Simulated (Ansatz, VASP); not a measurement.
**In6As in VASP and in Ansatz**

```
CELL_PARAMETERS angstrom
3.18806 1.84063 5.43706
-3.18806 1.84063 5.43706
0.00000 -3.68126 5.43706
ATOMIC_POSITIONS crystal
In 0.29653 0.91954 0.51782
In 0.51782 0.29653 0.91954
In 0.08046 0.48218 0.70347
In 0.48218 0.70347 0.08046
In 0.70347 0.08046 0.48218
In 0.91954 0.51782 0.29653
As 0.00000 0.00000 0.00000
```

Change from the starting cell: species swapped into the CrF6 type (R-3, No. 148).

Alike in both runs: functional PBE; k mesh 6 × 6 × 6; occupations gaussian, width 0.1 eV; no spin polarisation.

Ansatz relaxed the structure, and its values are those at the end. VASP's run is a single point on that final structure, the one shown.

|  | VASP | Ansatz |
| --- | --- | --- |
| version | VASP 6.6.1 | Ansatz 0.2.0 |
| potentials or method | VASP PAW PBE potentials, release 64 (In_d, As), cutoff 520 eV | scalar-relativistic, plane waves, PAW |
| valence electrons in the cell | 83 | 93 |

```csv
,VASP,Ansatz,Ansatz less VASP
gap on the k mesh at the Fermi level (eV),none,none,-
pressure (GPa),0.0,0.0,-0.03
```

A gap of «none» marks a metal or a gap that the smearing closes. VASP's potentials hold 83 valence electrons a cell and Ansatz's 93, so a difference there can come from the potentials and not from the codes.
